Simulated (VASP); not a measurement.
Set up this calculation in VASP 6.6.1, as the native input.

- Task: single point
- Functional: PBEsol
- Potentials or basis: VASP PAW PBE potentials, release 64 (Cu, Pd)
- Cutoff: 520 eV
- k mesh: 16 × 16 × 16
- Occupations: fermi-dirac, width 0.1 eV
- Spin: no spin polarisation
- Dipole correction: no
- Further INCAR settings: ALGO = Normal; EDIFF = 1e-06; NBANDS = 18

The structure of CuPd (Skaergaardite) lies in POSCAR:

```
CuPd
1.0
    2.9279669211      0.0000000000      0.0000000000
    0.0000000000      2.9279669211      0.0000000000
    0.0000000000      0.0000000000      2.9279669211
Cu Pd
1 1
Direct
    0.0000000000      0.0000000000      0.0000000000
    0.5000000000      0.5000000000      0.5000000000
```

These files were run (other wordings do the same):

INCAR

```
SYSTEM = CuPd
ALGO = Normal ; EDIFF = 1E-6
ENCUT = 520 ; GGA = PS
ISIF = 2 ; ISMEAR = -1
LASPH = .True. ; LCHARG = .False.
LREAL = .False. ; LWAVE = .False.
NBANDS = 18 ; NELM = 60
PREC = Accurate ; SIGMA = 0.1
```

KPOINTS

```
k-points
0
Gamma
  16 16 16
  0 0 0
```

Potentials or basis: VASP PAW PBE potentials, release 64 (Cu, Pd).

Launch:

```bash
$ cat potpaw_PBE.64/Cu/POTCAR potpaw_PBE.64/Pd/POTCAR > POTCAR
$ mpirun -np 1 vasp_std > vasp.out
```

Results of the run:

```yaml
Pressure: 7.2 GPa
```

Caveat: the PAW data sets were made with another functional, which shifts forces and pressure a little.

Run time: 63 s on 1 thread of Intel(R) Xeon(R) Platinum 8259CL CPU @ 2.50GHz (Skylake/Cascade Lake), with other jobs on the host, peak memory 0.2 GiB.
